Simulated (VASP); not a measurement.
Runs of VASP 6.6.1 on CdTe. The structure is that of space group F-43m (No. 216), or close to it. The cells are those of the table. 

| cell | k mesh | cutoff (eV) | pressure (GPa) | moment (μB) |
| --- | --- | --- | --- | --- |
| a = 4.533 Å, angles 60.0°, 2 atoms | 8 × 8 × 8 | 520 | 4.4 | 0.00 |
| a = 4.533 Å, angles 60.0°, 2 atoms | 8 × 8 × 8 | 500 | 4.4 | 0.00 |
| a = 4.533 Å, angles 60.0°, 2 atoms | 6 × 6 × 6 | 520 | 4.4 | 0.00 |
| a = 4.607 Å, angles 60.0°, 2 atoms | 6 × 6 × 6 | 520 | (a) | 0.00 |
| a = 4.471 Å, angles 60.0°, 2 atoms | 6 × 6 × 6 | 520 | 6.9 | 0.00 |

Alike in all rows: task single point; level PBE; potentials or basis VASP PAW PBE potentials, release 64 (Cd, Te); spin non-collinear, zero start, SOC; smearing gaussian 0.05 eV.

Fill in the values left out.

(a) 2.0.
